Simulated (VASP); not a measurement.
# Re in VASP: further runs

Re is run at these levels: r2SCAN, PBE; tasks: electric field gradients, density of states.

Everything below comes from runs of VASP 6.6.1. Logs are shortened: lines on timing, memory, paths and dates and some standing lists are left out, and cuts for length are marked.

### 1 The cell of the first run

It takes space group Fm-3m (No. 225, cubic). Conventional cell: a = 3.950 Å, b = 3.950 Å, c = 3.950 Å, α = 90.00°, β = 90.00°, γ = 90.00°. Re (site symmetry m-3m) has 12 Re at 2.79 Å within 3.7 Å.

### 2 Electric field gradients, r2SCAN

POSCAR reads:

```
Re
1.0
    0.0000000000      1.9750000000      1.9750000000
    1.9750000000      0.0000000000      1.9750000000
    1.9750000000      1.9750000000      0.0000000000
Re
1
Direct
    0.0000000000      0.0000000000      0.0000000000
```

INCAR.step1 reads:

```
SYSTEM = Re
PREC = Accurate
ENCUT = 520
ISMEAR = -1
SIGMA = 0.03
LREAL = .False.
LASPH = .True.
NELM = 80
NBANDS = 10
GGA = PE
ALGO = Normal
EDIFF = 1E-4
LWAVE = .True.
LCHARG = .False.
```

INCAR.step2 reads:

```
SYSTEM = Re
PREC = Accurate
ENCUT = 520
EDIFF = 1E-8
ISMEAR = -1
SIGMA = 0.03
LREAL = .False.
LASPH = .True.
NELM = 80
ALGO = Normal
ISIF = 2
LWAVE = .False.
LCHARG = .False.
METAGGA = R2SCAN
LMIXTAU = .True.
LEFG = .True.
NBANDS = 10
ISTART = 1
```

KPOINTS reads:

```
Automatic mesh
0
Gamma
  14 14 14
  0 0 0
```

Potentials or basis: VASP PAW PBE potentials, release 64 (Re).

Launch:

```
cat potpaw_PBE.64/Re/POTCAR > POTCAR
cp INCAR.step1 INCAR
mpirun -np 1 vasp_std > vasp.out
cp INCAR.step2 INCAR
mpirun -np 1 vasp_std > vasp.out
```

OUTCAR:

```text
SYSTEM = Re
   PREC = Accurate
   ENCUT = 520
   EDIFF = 1E-8
   ISMEAR = -1
   LREAL = .False.
   LASPH = .True.
   NELM = 80
   ISIF = 2
   METAGGA = R2SCAN
   ISTART = 1

 ion  position               nearest neighbor table
   1  0.000  0.000  0.000-

  LATTYP: Found a face centered cubic cell.
 ALAT       =     3.9500000000

  Lattice vectors:

 A1 = (   0.0000000000,   1.9750000000,   1.9750000000)
 A2 = (   1.9750000000,   0.0000000000,   1.9750000000)
 A3 = (   1.9750000000,   1.9750000000,   0.0000000000)

Analysis of symmetry for initial positions (statically):
=====================================================================
 Subroutine PRICEL returns:
 Original cell was already a primitive cell.

 Routine SETGRP: Setting up the symmetry group for a
 face centered cubic supercell.

 Subroutine GETGRP returns: Found 48 space group operations
 (whereof 48 operations were pure point group operations)
 out of a pool of 48 trial point group operations.

The static configuration has the point symmetry O_h .

Analysis of symmetry for dynamics (positions and initial velocities):
=====================================================================
 Subroutine PRICEL returns:
 Original cell was already a primitive cell.

 Routine SETGRP: Setting up the symmetry group for a
 face centered cubic supercell.

 Subroutine GETGRP returns: Found 48 space group operations
 (whereof 48 operations were pure point group operations)
 out of a pool of 48 trial point group operations.

The dynamic configuration has the point symmetry O_h .

 Subroutine INISYM returns: Found 48 space group operations
 (whereof 48 operations are pure point group operations),
 and found     1 'primitive' translations

----------------------------------------------------------------------------------------

                                     Primitive cell

  volume of cell :      15.4075

  direct lattice vectors                    reciprocal lattice vectors
     0.000000000  1.975000000  1.975000000    -0.253164557  0.253164557  0.253164557
     1.975000000  0.000000000  1.975000000     0.253164557 -0.253164557  0.253164557
     1.975000000  1.975000000  0.000000000     0.253164557  0.253164557 -0.253164557

  length of vectors
     2.793071786  2.793071786  2.793071786     0.438493875  0.438493875  0.438493875

[... 116 lines left out ...]
 number of electron       7.0000000 magnetization

 Free energy of the ion-electron system (eV)
  ---------------------------------------------------
  ext. energy  EPLUGINS =         0.00000000
  ---------------------------------------------------
  free energy    TOTEN  =       -52.35387212 eV

  energy without entropy =      -52.35030563  energy(sigma->0) =      -52.35208887

 E-fermi :   7.4190     XC(G=0): -14.7079

 val. band max:        7.4076343639   @ k =  -0.1429   0.2143   0.0714
 cond. band min:       7.4253756068   @ k =  -0.2143   0.2857   0.0714
 fundamental gap:      0.0177412429
 Fermi energy:         7.4189907430

 k-point     1 :       0.0000    0.0000    0.0000
  band No.  band energies     occupation
      1      -2.8991      2.00000
      2       5.5177      2.00000
      3       5.5177      2.00000
      4       5.5177      2.00000
      5       8.7056      0.00000
      6       8.7056      0.00000
      7      21.8849      0.00000
      8      27.7187      0.00000
      9      27.7187      0.00000
     10      27.7187      0.00000
[... 287 lines left out ...]
 k-point    24 :       0.2857    0.1429    0.0000
  band No.  band energies     occupation
      1      -0.0189      2.00000
      2       3.8331      2.00000
      3       5.8548      2.00000
      4       6.7517      2.00000
      5       8.2020      0.00000
      6       9.7605      0.00000
      7      23.2244      0.00000
      8      26.2950      0.00000
      9      28.6495      0.00000
     10      29.2564      0.00000

 [... further k-points ...]
[... 5 lines left out ...]
  --------------------------------------------------------------------------------------
  -------------------------------------------------------------------------------------
  Total       -1.4989081     -1.4989081     -1.4989081     -0.0000000     -0.0000000      0.0000000
  in kB     -155.8670399   -155.8670399   -155.8670399     -0.0000000     -0.0000000      0.0000000
  external PRESSURE =    -155.8670399 kB  Pullay stress =       0.0000000 kB

 VOLUME and BASIS-vectors are now :
 -----------------------------------------------------------------------------
  energy-cutoff  :      520.00
  volume of cell :       15.41
      direct lattice vectors                 reciprocal lattice vectors
     0.000000000  1.975000000  1.975000000    -0.253164557  0.253164557  0.253164557
     1.975000000  0.000000000  1.975000000     0.253164557 -0.253164557  0.253164557
     1.975000000  1.975000000  0.000000000     0.253164557  0.253164557 -0.253164557

 POSITION                                       TOTAL-FORCE (eV/Angst)
 -----------------------------------------------------------------------------------
      0.00000      0.00000      0.00000         0.000000      0.000000      0.000000
 -----------------------------------------------------------------------------------
    total drift:                               -0.000000      0.000000      0.000000

  FREE ENERGIE OF THE ION-ELECTRON SYSTEM (eV)
  ---------------------------------------------------
  free  energy   TOTEN  =       -52.3538721180 eV

  energy  without entropy=      -52.3503056252  energy(sigma->0) =      -52.35208887

 Electric field gradients (V/A^2)
---------------------------------------------------------------------
 ion       V_xx      V_yy      V_zz      V_xy      V_xz      V_yz
---------------------------------------------------------------------
   1      -0.000     0.000    -0.000     0.000     0.000     0.000
---------------------------------------------------------------------

 Electric field gradients after diagonalization (V/A^2)
 (convention: |V_zz| > |V_xx| > |V_yy|)
----------------------------------------------------------------------
 ion       V_xx      V_yy      V_zz     asymmetry (V_yy - V_xx)/ V_zz
----------------------------------------------------------------------
   1      -0.000    -0.000     0.000       0.000
----------------------------------------------------------------------

           NMR quadrupolar parameters

 Cq : quadrupolar parameter    Cq=e*Q*V_zz/h
 eta: asymmetry parameters     (V_yy - V_xx)/ V_zz
 Q  : nuclear electric quadrupole moment in mb (millibarn)
----------------------------------------------------------------------
 ion       Cq(MHz)       eta       Q (mb)
----------------------------------------------------------------------
   1       0.000       0.000       1.000
----------------------------------------------------------------------
```

OUTCAR.step1:

```text
SYSTEM = Re
   PREC = Accurate
   ENCUT = 520
   ISMEAR = -1
   LREAL = .False.
   LASPH = .True.
[... 529 lines left out ...]
 -----------------------------------------------------------------------------------
      0.00000      0.00000      0.00000         0.000000      0.000000      0.000000
 -----------------------------------------------------------------------------------
    total drift:                               -0.000000      0.000000     -0.000000

  FREE ENERGIE OF THE ION-ELECTRON SYSTEM (eV)
  ---------------------------------------------------
  free  energy   TOTEN  =       -12.3444050285 eV

  energy  without entropy=      -12.3401183727  energy(sigma->0) =      -12.34226170
```

Wall time 48 s (1 thread of Intel Xeon Platinum 8559C (Emerald Rapids), shared host); peak memory 0.16 GiB.

Results:

```
Free energy : -52.3539 eV
Pressure    : -15.6 GPa
```

Caveat: without QUAD_EFG the Cq values of the log hold for a quadrupole moment of 1 mb, not for the nuclei; the PAW data sets were made with another functional, which shifts forces and pressure a little; spin-orbit coupling is left out, which moves the levels of the heavy elements.

### 3 Electric field gradients, PBE (equal xx and yy strain of +2 %)

INCAR reads:

```
SYSTEM = Re
ALGO = Normal
EDIFF = 1E-8
ENCUT = 520
GGA = PE
ISIF = 2
ISMEAR = -1
LASPH = .True.
LCHARG = .False.
LEFG = .True.
LREAL = .False.
LWAVE = .False.
NBANDS = 10
NELM = 80
PREC = Accurate
SIGMA = 0.03
```

KPOINTS reads:

```
k-points
0
Gamma
  14 14 14
  0 0 0
```

POSCAR reads:

```
Re
1.0
    0.0000000000      2.0145000000      1.9750000000
    2.0145000000      0.0000000000      1.9750000000
    2.0145000000      2.0145000000      0.0000000000
Re
1
Direct
    0.0000000000      0.0000000000      0.0000000000
```

Potentials or basis: VASP PAW PBE potentials, release 64 (Re).

Launch:

```
cat potpaw_PBE.64/Re/POTCAR > POTCAR
mpirun -np 1 vasp_std > vasp.out
```

OUTCAR:

```text
SYSTEM = Re
   EDIFF = 1E-8
   ENCUT = 520
   GGA = PE
   ISIF = 2
   ISMEAR = -1
   LASPH = .True.
   LREAL = .False.
   NELM = 80
   PREC = Accurate

 ion  position               nearest neighbor table
   1  0.000  0.000  0.000-

  LATTYP: Found a body centered tetragonal cell.
 ALAT       =     2.8489332214
 C/A-ratio  =     1.3864838847

  Lattice vectors:

 A1 = (   0.0000000000,  -2.0145000000,  -1.9750000000)
 A2 = (   0.0000000000,   2.0145000000,  -1.9750000000)
 A3 = (   2.0145000000,   0.0000000000,   1.9750000000)

Analysis of symmetry for initial positions (statically):
=====================================================================
 Subroutine PRICEL returns:
 Original cell was already a primitive cell.

 Routine SETGRP: Setting up the symmetry group for a
 body centered tetragonal supercell.

 Subroutine GETGRP returns: Found 16 space group operations
 (whereof 16 operations were pure point group operations)
 out of a pool of 16 trial point group operations.

The static configuration has the point symmetry D_4h.

Analysis of symmetry for dynamics (positions and initial velocities):
=====================================================================
 Subroutine PRICEL returns:
 Original cell was already a primitive cell.

 Routine SETGRP: Setting up the symmetry group for a
 body centered tetragonal supercell.

 Subroutine GETGRP returns: Found 16 space group operations
 (whereof 16 operations were pure point group operations)
 out of a pool of 16 trial point group operations.

The dynamic configuration has the point symmetry D_4h.

 Subroutine INISYM returns: Found 16 space group operations
 (whereof 16 operations are pure point group operations),
 and found     1 'primitive' translations

----------------------------------------------------------------------------------------

                                     Primitive cell

  volume of cell :      16.0299

  direct lattice vectors                    reciprocal lattice vectors
     0.000000000  2.014500000  1.975000000    -0.248200546  0.248200546  0.253164557
     2.014500000  0.000000000  1.975000000     0.248200546 -0.248200546  0.253164557
     2.014500000  2.014500000  0.000000000     0.248200546  0.248200546 -0.253164557

  length of vectors
     2.821140771  2.821140771  2.848933221     0.432780909  0.432780909  0.432780909

  position of ions in fractional coordinates (direct lattice)
     0.000000000  0.000000000  0.000000000

  ion indices of the primitive-cell ions
   primitive index   ion index
                 1           1

----------------------------------------------------------------------------------------

 KPOINTS: k-points

Automatic generation of k-mesh.
 Grid dimensions read from file:
 generate k-points for:   14   14   14

 Generating k-lattice:

  Cartesian coordinates                     Fractional coordinates (reciprocal lattice)
[... 64 lines left out ...]
   IBRION =     -1    ionic relax: 0-MD 1-quasi-New 2-CG
   NFREE  =      0    steps in history (QN), initial steepest desc. (CG)
   ISIF   =      2    stress and relaxation
   ISYM   =      2    0-nonsym 1-usesym 2-fastsym
   POTIM  = 0.5000    time-step for ionic-motion
   TEBEG  =    0.0;   TEEND  =   0.0 temperature during run
   PSTRESS=    0.0 pullay stress
   NELECT =       7.0000    total number of electrons
   NUPDOWN=      -1.0000    fix difference up-down
   EMIN   =  10.00;   EMAX   =-10.00  energy-range for DOS
   EFERMI =   0.00;   METHOD = LEGACY
   ISMEAR =    -1;   SIGMA  =   0.03  broadening in eV -4-tet -1-fermi 0-gaus
   EFERMI_NEDOS =   21; number of points for ismear=-14 and -15
   IALGO  =     38    algorithm
   IMIX   =      4    mixing-type and parameters
     AMIX     =   0.40;   BMIX     =  1.00
     AMIX_MAG =   1.60;   BMIX_MAG =  1.00
  volume/ion in A,a.u.               =      16.03       108.18
  Fermi-wavevector in a.u.,A,eV,Ry     =   1.242025  2.347087 20.988698  1.542626
  Thomas-Fermi vector in A             =   2.376397
   LORBIT       =      0    0 simple, 1 ext, 2 COOP (PROOUT), +10 PAW based schemes
   GGA     = PE    functional components
   LHFCALC =     F    Hartree Fock is set to
   AEXX    =    0.0000 exact exchange contribution
   IVDW    =     0    specifies the selected vdW correction
   LEPSILON=     F    determine dielectric tensor
   LRPA    =     F    only Hartree local field effects (RPA)
 non-spin polarized calculation
  energy-cutoff  :      520.00
  volume of cell :       16.03
 maximum number of plane-waves:       444
 NGX is ok and might be reduce to    24
   NGX = 11   NGY = 11   NGZ = 11

 number of electron       7.0000000 magnetization

 Free energy of the ion-electron system (eV)
  ---------------------------------------------------
  ext. energy  EPLUGINS =         0.00000000
  ---------------------------------------------------
  free energy    TOTEN  =       -12.28100109 eV

  energy without entropy =      -12.27695620  energy(sigma->0) =      -12.27897864

 E-fermi :   7.1125     XC(G=0): -13.2614

 val. band max:        7.1117380436   @ k =  -0.2857   0.2857   0.1429
 cond. band min:       7.1164244212   @ k =  -0.2143   0.0714   0.2857
 fundamental gap:      0.0046863776
 Fermi energy:         7.1125370515

 k-point     1 :       0.0000    0.0000    0.0000
  band No.  band energies     occupation
      1      -2.4107      2.00000
      2       5.3384      2.00000
      3       5.3384      2.00000
      4       5.5994      2.00000
      5       8.0462      0.00000
      6       8.3846      0.00000
      7      20.9468      0.00000
      8      25.9163      0.00000
      9      25.9163      0.00000
     10      26.5334      0.00000
[... 287 lines left out ...]
 k-point    24 :       0.2857    0.1429    0.0000
  band No.  band energies     occupation
      1       0.2859      2.00000
      2       3.9594      2.00000
      3       5.8043      2.00000
      4       6.4061      2.00000
      5       7.8203      0.00000
      6       9.1441      0.00000
      7      21.8144      0.00000
      8      24.8858      0.00000
      9      26.7032      0.00000
     10      27.6215      0.00000

 [... further k-points ...]
[... 5 lines left out ...]
  --------------------------------------------------------------------------------------
  -------------------------------------------------------------------------------------
  Total       -2.2626813     -2.2626813     -1.9363840      0.0000000      0.0000000     -0.0000000
  in kB     -226.1529855   -226.1529855   -193.5398644      0.0000000      0.0000000     -0.0000000
  external PRESSURE =    -215.2819451 kB  Pullay stress =       0.0000000 kB

 VOLUME and BASIS-vectors are now :
 -----------------------------------------------------------------------------
  energy-cutoff  :      520.00
  volume of cell :       16.03
      direct lattice vectors                 reciprocal lattice vectors
     0.000000000  2.014500000  1.975000000    -0.248200546  0.248200546  0.253164557
     2.014500000  0.000000000  1.975000000     0.248200546 -0.248200546  0.253164557
     2.014500000  2.014500000  0.000000000     0.248200546  0.248200546 -0.253164557

 POSITION                                       TOTAL-FORCE (eV/Angst)
 -----------------------------------------------------------------------------------
      0.00000      0.00000      0.00000         0.000000      0.000000      0.000000
 -----------------------------------------------------------------------------------
    total drift:                               -0.000000      0.000000      0.000000

  FREE ENERGIE OF THE ION-ELECTRON SYSTEM (eV)
  ---------------------------------------------------
  free  energy   TOTEN  =       -12.2810010938 eV

  energy  without entropy=      -12.2769561955  energy(sigma->0) =      -12.27897864

 Electric field gradients (V/A^2)
---------------------------------------------------------------------
 ion       V_xx      V_yy      V_zz      V_xy      V_xz      V_yz
---------------------------------------------------------------------
   1      -8.814    -8.814    17.627    -0.000     0.000     0.000
---------------------------------------------------------------------

 Electric field gradients after diagonalization (V/A^2)
 (convention: |V_zz| > |V_xx| > |V_yy|)
----------------------------------------------------------------------
 ion       V_xx      V_yy      V_zz     asymmetry (V_yy - V_xx)/ V_zz
----------------------------------------------------------------------
   1      -8.814    -8.814    17.627       0.000
----------------------------------------------------------------------

           NMR quadrupolar parameters

 Cq : quadrupolar parameter    Cq=e*Q*V_zz/h
 eta: asymmetry parameters     (V_yy - V_xx)/ V_zz
 Q  : nuclear electric quadrupole moment in mb (millibarn)
----------------------------------------------------------------------
 ion       Cq(MHz)       eta       Q (mb)
----------------------------------------------------------------------
   1       0.043       0.000       1.000
----------------------------------------------------------------------
```

stdout:

```text
POSCAR found type information on POSCAR Re
 POSCAR found :  1 types and       1 ions
 scaLAPACK will be used
 LDA part: xc-table for (Slater+PW92), standard interpolation
 POSCAR, INCAR and KPOINTS ok, starting setup
 FFT: planning ... GRIDC
 FFT: planning ... GRID_SOFT
 FFT: planning ... GRID
 WAVECAR not read
 entering main loop
ion   1
```

It took 63 s on 1 thread of Intel Xeon 8259CL, shared host; peak memory 0.17 GiB.

What came out:

* Free energy: -12.2810 eV
* Pressure: -21.5 GPa

Stress tensor (GPa, compression positive):
```
-22.62   0.00   0.00
  0.00 -22.62   0.00
  0.00   0.00 -19.35
```

Electric field gradients, principal values (V/Å²):
```csv
atom,least,middle,greatest (by size)
1 Re,-8.814,-8.814,17.627
```

Caveat: the cell differs from its parent crystal (equal xx and yy strain of +2 %); without QUAD_EFG the Cq values of the log hold for a quadrupole moment of 1 mb, not for the nuclei; spin-orbit coupling is left out, which moves the levels of the heavy elements.

(Continued in part 2 of 3.)
